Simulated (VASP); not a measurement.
# HF (Fm-3m) in VASP: notebook, part 2 of 2

VASP 6.6.1. The steps go on from the part before.

## Step 3: Relaxation of cell and atoms, PBEsol

This run uses another cell than the first one, of 8.53 Å³/atom, 1.677 times its volume.

Contents of INCAR:

```
SYSTEM = HF
ALGO = Normal ; EDIFF = 1E-7
EDIFFG = -0.01 ; ENCUT = 600
GGA = PS ; IBRION = 2
ISIF = 3 ; ISMEAR = -1
LASPH = .TRUE. ; LCHARG = .FALSE.
LREAL = .FALSE. ; LWAVE = .FALSE.
NELM = 80 ; NSW = 100
PREC = Accurate ; SIGMA = 0.03
```

Contents of KPOINTS:

```
k-points
0
G
  8 8 8
  0 0 0
```

Contents of POSCAR:

```
HF
1.0
    0.0000000000      2.0430610300      2.0430610300
    2.0430610300      0.0000000000      2.0430610300
    2.0430610300      2.0430610300      0.0000000000
H F
1 1
Direct
    0.0000000000      0.0000000000      0.0000000000
    0.5000000000      0.5000000000      0.5000000000
```

Potentials or basis: VASP PAW PBE potentials, release 64 (H, F).

Command:

```
$ cat potpaw_PBE.64/H/POTCAR potpaw_PBE.64/F/POTCAR > POTCAR
$ mpirun -np 1 vasp_std > vasp.out
```

OUTCAR:

```text
SYSTEM = HF
   EDIFF = 1E-7
   EDIFFG = -0.01
   ENCUT = 600
   GGA = PS
   IBRION = 2
   ISIF = 3
   ISMEAR = -1
   LASPH = .TRUE.
   LREAL = .FALSE.
   NELM = 80
   NSW = 100
   PREC = Accurate

 ion  position               nearest neighbor table
   1  0.000  0.000  0.000-
   2  0.500  0.500  0.500-

  LATTYP: Found a face centered cubic cell.
 ALAT       =     4.0861220600

  Lattice vectors:

 A1 = (   0.0000000000,   2.0430610300,   2.0430610300)
 A2 = (   2.0430610300,   0.0000000000,   2.0430610300)
 A3 = (   2.0430610300,   2.0430610300,   0.0000000000)

Analysis of symmetry for initial positions (statically):
=====================================================================
 Subroutine PRICEL returns:
 Original cell was already a primitive cell.

 Routine SETGRP: Setting up the symmetry group for a
 face centered cubic supercell.

 Subroutine GETGRP returns: Found 48 space group operations
 (whereof 48 operations were pure point group operations)
 out of a pool of 48 trial point group operations.

The static configuration has the point symmetry O_h .

Analysis of symmetry for dynamics (positions and initial velocities):
=====================================================================
 Subroutine PRICEL returns:
 Original cell was already a primitive cell.
[... 127 lines left out ...]
     AMIX     =   0.40;   BMIX     =  1.00
     AMIX_MAG =   1.60;   BMIX_MAG =  1.00
  volume/ion in A,a.u.               =       8.53        57.55
  Fermi-wavevector in a.u.,A,eV,Ry     =   1.271980  2.403693 22.013304  1.617932
  Thomas-Fermi vector in A             =   2.404883
   LORBIT       =      0    0 simple, 1 ext, 2 COOP (PROOUT), +10 PAW based schemes
   GGA     = PS    functional components
   LHFCALC =     F    Hartree Fock is set to
   AEXX    =    0.0000 exact exchange contribution
   IVDW    =     0    specifies the selected vdW correction
   LEPSILON=     F    determine dielectric tensor
   LRPA    =     F    only Hartree local field effects (RPA)
 conjugate gradient relaxation of ions
 non-spin polarized calculation
  energy-cutoff  :      600.00
  volume of cell :       17.06
 maximum number of plane-waves:       588
   NGX = 11   NGY = 11   NGZ = 11

--------------------------------------- Ionic step        1  -------------------------------------------

 number of electron       7.9999994 magnetization

 Free energy of the ion-electron system (eV)
  ---------------------------------------------------
  ext. energy  EPLUGINS =         0.00000000
  ---------------------------------------------------
  free energy    TOTEN  =        -5.31980732 eV

  energy without entropy =       -5.31980732  energy(sigma->0) =       -5.31980732

 E-fermi :  -3.0234     XC(G=0):  -9.4733

 val. band max:       -3.5462215938   @ k =   0.0000   0.0000   0.0000
 cond. band min:      -2.5841132247   @ k =   0.0000   0.0000   0.0000
 fundamental gap:      0.9621083691
 Fermi energy:        -3.0234339187
[... 1061 lines left out ...]
--------------------------------------- Ionic step        8  -------------------------------------------

 number of electron       8.0000003 magnetization

 Free energy of the ion-electron system (eV)
  ---------------------------------------------------
  ext. energy  EPLUGINS =         0.00000000
  ---------------------------------------------------
  free energy    TOTEN  =        -6.24064474 eV

  energy without entropy =       -6.24064474  energy(sigma->0) =       -6.24064474

 E-fermi :   1.0923     XC(G=0): -12.0358

 val. band max:        0.4838936151   @ k =   0.0000   0.0000   0.0000
 cond. band min:       3.5947540643   @ k =   0.0000   0.0000   0.0000
 fundamental gap:      3.1108604492
 Fermi energy:         1.0922671942
[... 293 lines left out ...]
  FREE ENERGIE OF THE ION-ELECTRON SYSTEM (eV)
  ---------------------------------------------------
  free  energy   TOTEN  =        -6.2406447410 eV

  energy  without entropy=       -6.2406447409  energy(sigma->0) =       -6.24064474

 reached required accuracy - stopping structural energy minimisation
```

OSZICAR:

```text
N       E                     dE             d eps       ncg     rms          rms(c)
DAV:   1     0.193343997435E+02    0.19334E+02   -0.48653E+03   488   0.978E+02
DAV:   2    -0.590215728701E+01   -0.25237E+02   -0.22838E+02   536   0.142E+02
DAV:   3    -0.614430450819E+01   -0.24215E+00   -0.24215E+00   648   0.180E+01
[... 76 lines left out ...]
DAV:   1    -0.624114848707E+01   -0.54215E-03   -0.10916E-02   464   0.116E+00    0.184E-01
DAV:   2    -0.624065597984E+01    0.49251E-03   -0.31222E-03   464   0.471E-01    0.250E-02
DAV:   3    -0.624064886155E+01    0.71183E-05   -0.19665E-05   464   0.564E-02    0.144E-02
DAV:   4    -0.624064480955E+01    0.40520E-05   -0.40848E-06   464   0.210E-02    0.129E-03
DAV:   5    -0.624064474096E+01    0.68594E-07   -0.13976E-07   232   0.339E-03
   8 F= -.62406447E+01 E0= -.62406447E+01  d E =-.383806E-04
```

Run time: 68 s. Hardware: 1 thread of AMD EPYC 7R13, shared host; peak memory 0.1 GiB.

What came out:

* Free energy: -6.2406 eV
* Relaxed volume: 5.08 Å³/atom
* Relaxed cell: a = 2.431 Å, b = 2.431 Å, c = 2.431 Å, α = 60.00°, β = 60.00°, γ = 60.00°
* Space group after relaxing (to 0.05 Å): Fm-3m (No. 225)
* Energy gained by relaxing: 460.4 meV/atom
* Ionic steps: 8
* Pressure after relaxing: 0.0 GPa
* Band gap on the k mesh: 3.11 eV, direct

Step by step:
```
step  energy change (eV)  largest force (eV/Å)  pressure (GPa)  volume (Å³)
   1              0.0000                0.0000          -27.09        17.06
   2             -0.5559                0.0000          -25.21        13.74
   3              0.5346                0.0000          184.46         6.42
   4             -0.8262                0.0000          -16.86        11.75
   5             -0.9109                0.0000            7.54         9.73
   6             -0.9205                0.0000           -1.28        10.25
   7             -0.9208                0.0000            0.44        10.14
   8             -0.9208                0.0000            0.04        10.16
```

Final structure:
```xyz
2
Lattice="0.0000 1.7191 1.7191 1.7191 0.0000 1.7191 1.7191 1.7191 0.0000" Properties=species:S:1:pos:R:3 pbc="T T T"
H     1.7191    1.7191    3.4382
F     1.7191    1.7191    1.7191
```

Levels at points of the mesh, in eV from the valence-band top:
| k point | band 2 | band 3 | band 4 | band 5 | band 6 | band 7 |
| --- | --- | --- | --- | --- | --- | --- |
| (0.00, 0.00, 0.00) | 0.00 | 0.00 | 0.00 | 3.11 | 30.00 | 30.94 |
| (0.50, 0.00, 0.00) | -7.38 | -0.45 | -0.45 | 9.27 | 15.82 | 26.44 |
| (0.50, 0.50, 0.00) | -5.03 | -1.69 | -1.69 | 3.18 | 20.14 | 21.60 |

Caveat: the volume moved by over 15 % at a fixed basis, so the end points are rough; the PAW data sets were made with another functional, which shifts forces and pressure a little. A hybrid or GW would open this gap; PBEsol tends to underestimate it.

## Step 4: Single point, r2SCAN+rVV10

Contents of POSCAR:

```
HF
1.0
    0.0000000000      1.7196763548      1.7196763548
    1.7196763548      0.0000000000      1.7196763548
    1.7196763548      1.7196763548      0.0000000000
H F
1 1
Direct
    0.0000000000      0.0000000000      0.0000000000
    0.5000000000      0.5000000000      0.5000000000
```

Contents of INCAR.step1:

```
SYSTEM = HF
  PREC = Accurate
  ENCUT = 520
  ISMEAR = -1
  SIGMA = 0.03
  LREAL = .FALSE.
  LASPH = .TRUE.
  NELM = 80
  NBANDS = 11
  GGA = PE
  ALGO = Normal
  EDIFF = 1E-4
  LWAVE = .TRUE.
  LCHARG = .FALSE.
```

Contents of INCAR.step2:

```
SYSTEM = HF
  PREC = Accurate
  ENCUT = 520
  EDIFF = 1E-6
  ISMEAR = -1
  SIGMA = 0.03
  LREAL = .FALSE.
  LASPH = .TRUE.
  NELM = 80
  ALGO = Normal
  ISIF = 2
  LWAVE = .FALSE.
  LCHARG = .FALSE.
  METAGGA = R2SCAN
  LMIXTAU = .TRUE.
  LUSE_VDW = .TRUE.
  IVDW_NL = 2
  BPARAM = 11.95
  CPARAM = 0.0093
  NBANDS = 11
  ISTART = 1
```

Contents of KPOINTS:

```
Automatic mesh
0
G
  14 14 14
  0 0 0
```

Command:

```
$ cat potpaw_PBE.64/H/POTCAR potpaw_PBE.64/F/POTCAR > POTCAR
$ cp INCAR.step1 INCAR
$ mpirun -np 1 vasp_std > vasp.out
$ cp INCAR.step2 INCAR
$ mpirun -np 1 vasp_std > vasp.out
```

Wall time 2.4 min (1 thread of AMD EPYC 7R13, shared host); peak memory 0.13 GiB.

The run converged. Its results:

```yaml
Free_energy: -7.0636 eV
Pressure: -0.7 GPa
Band_gap_on_the_k_mesh: 3.72 eV, direct
```

Levels at points of the mesh, in eV from the valence-band top:
| k point | band 1 | band 2 | band 3 | band 4 | band 5 | band 6 | band 7 | band 8 |
| --- | --- | --- | --- | --- | --- | --- | --- | --- |
| (0.00, 0.00, 0.00) | -24.22 | 0.00 | 0.00 | 0.00 | 3.72 | 31.63 | 32.67 | 32.67 |
| (0.50, 0.00, 0.00) | -21.96 | -7.37 | -0.46 | -0.46 | 9.97 | 17.30 | 28.11 | 28.11 |
| (0.50, 0.50, 0.00) | -21.40 | -5.00 | -1.71 | -1.71 | 3.74 | 21.67 | 23.40 | 32.02 |

Caveat: the PAW data sets were made with another functional, which shifts forces and pressure a little. A k mesh can miss the band edges.

## Step 5: Overview

```tsv
task	level	cell	k mesh	cutoff (eV)	gap on the mesh (eV)	pressure (GPa)
single point	PBEsol	a = 2.432 Å, angles 60.0°, 2 atoms	8 × 8 × 8	520	3.10	-0.6
relaxation of cell and atoms	PBEsol	relaxed from a = 2.889 Å, angles 60.0°, 2 atoms	8 × 8 × 8	600	3.11	0.0
single point	r2SCAN+rVV10	a = 2.432 Å, angles 60.0°, 2 atoms	14 × 14 × 14	520	3.72	-0.7
```

Alike in all rows: potentials or basis VASP PAW PBE potentials, release 64 (H, F); no spin polarisation; smearing fermi-dirac 0.03 eV.

Caveats: the PAW data sets were made with another functional, which shifts forces and pressure a little; the volume moved by over 15 % at a fixed basis, so the end points are rough (some runs).

Absolute energies hang on the potentials; compare differences alone.
